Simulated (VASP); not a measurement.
Co2Si: single point with PBE

Co2Si:

```
CELL_PARAMETERS angstrom
3.01398 0.00000 0.00000
0.00000 3.01398 0.00000
0.00000 0.00000 4.26632
ATOMIC_POSITIONS crystal
Co 0.00000 0.00000 0.78662
Co 0.00000 0.00000 0.21338
Si 0.50000 0.50000 0.50000
```

The cell was built from a structure type or drawn by symmetry, and may not be a known phase.

```yaml
Program: VASP 6.6.1
Task: single point
Functional: PBE
Potentials_or_basis: VASP PAW PBE potentials, release 64 (Co_sv, Si)
Cutoff: 600 eV
k_mesh: 6 × 6 × 4
Occupations: gaussian, width 0.1 eV
Spin: collinear spin, ferromagnetic start
Starting_moments: "[-3.0, -3.0, 0.0] μB"
```

```
Pressure                                              : 2.7 GPa
Largest force                                         : 7.009 eV/Å
Net moment                                            : -1.58 μB per cell
Site moments                                          : Co -0.83; Si +0.05 μB
Valence electrons inside the program's atomic spheres : Co 15.25; Si 1.56
```

Forces in eV/Å, atoms in the order of the input:
```
Co   0.000  0.000 -7.009
Co   0.000  0.000  7.009
Si   0.000  0.000  0.000
```

Stress tensor (GPa, compression positive):
```
-23.44   0.00   0.00
  0.00 -23.44   0.00
  0.00   0.00  54.97
```

Levels at points of the mesh, in eV from the Fermi level:
Spin up:
| k point | band 14 | band 15 | band 16 | band 17 | band 18 | band 19 | band 20 | band 21 | band 22 | band 23 |
| --- | --- | --- | --- | --- | --- | --- | --- | --- | --- | --- |
| (0.00, 0.00, 0.00) | -2.82 | -1.37 | -1.05 | -1.02 | -0.25 | 0.71 | 0.71 | 2.99 | 3.30 | 3.30 |
| (0.50, 0.00, 0.00) | -2.07 | -1.32 | -1.17 | -0.73 | -0.50 | 0.75 | 0.78 | 1.65 | 2.73 | 5.92 |
| (0.50, 0.50, 0.00) | -2.28 | -2.28 | -0.27 | 0.30 | 0.30 | 0.33 | 1.08 | 1.16 | 1.23 | 5.04 |
| (0.00, 0.00, 0.50) | -2.15 | -1.82 | -1.29 | -1.14 | -1.14 | -0.85 | -0.47 | 5.15 | 5.15 | 6.22 |
| (0.50, 0.00, 0.50) | -2.13 | -2.10 | -1.51 | -1.37 | -0.97 | -0.52 | 0.43 | 0.86 | 0.89 | 6.97 |
| (0.50, 0.50, 0.50) | -2.92 | -2.66 | -1.31 | -0.19 | 0.24 | 1.56 | 1.96 | 1.98 | 1.98 | 2.35 |
Spin down:
| k point | band 18 | band 19 | band 20 | band 21 | band 22 | band 23 |
| --- | --- | --- | --- | --- | --- | --- |
| (0.00, 0.00, 0.00) | -0.85 | -0.38 | -0.38 | 2.31 | 3.30 | 3.30 |
| (0.50, 0.00, 0.00) | -1.28 | -0.33 | -0.11 | 1.04 | 2.64 | 5.67 |
| (0.50, 0.50, 0.00) | -0.71 | -0.64 | 0.36 | 0.71 | 0.81 | 4.90 |
| (0.00, 0.00, 0.50) | -1.93 | -1.42 | -1.06 | 4.91 | 4.91 | 6.22 |
| (0.50, 0.00, 0.50) | -1.72 | -1.48 | -0.45 | -0.04 | 0.28 | 6.95 |
| (0.50, 0.50, 0.50) | -0.72 | 1.11 | 1.49 | 1.55 | 1.55 | 1.91 |

Run time: 54 s on 1 thread of Intel(R) Xeon(R) Platinum 8488C (Sapphire Rapids) (shared host), peak memory 0.2 GiB.

Caveat: the k points lie up to 0.37 Å⁻¹ apart; atoms lie so close that the PAW spheres overlap strongly, which falsifies energies and pressures; forces of over 1 eV/Å act on the atoms, so gaps and moduli don't describe the material at rest.
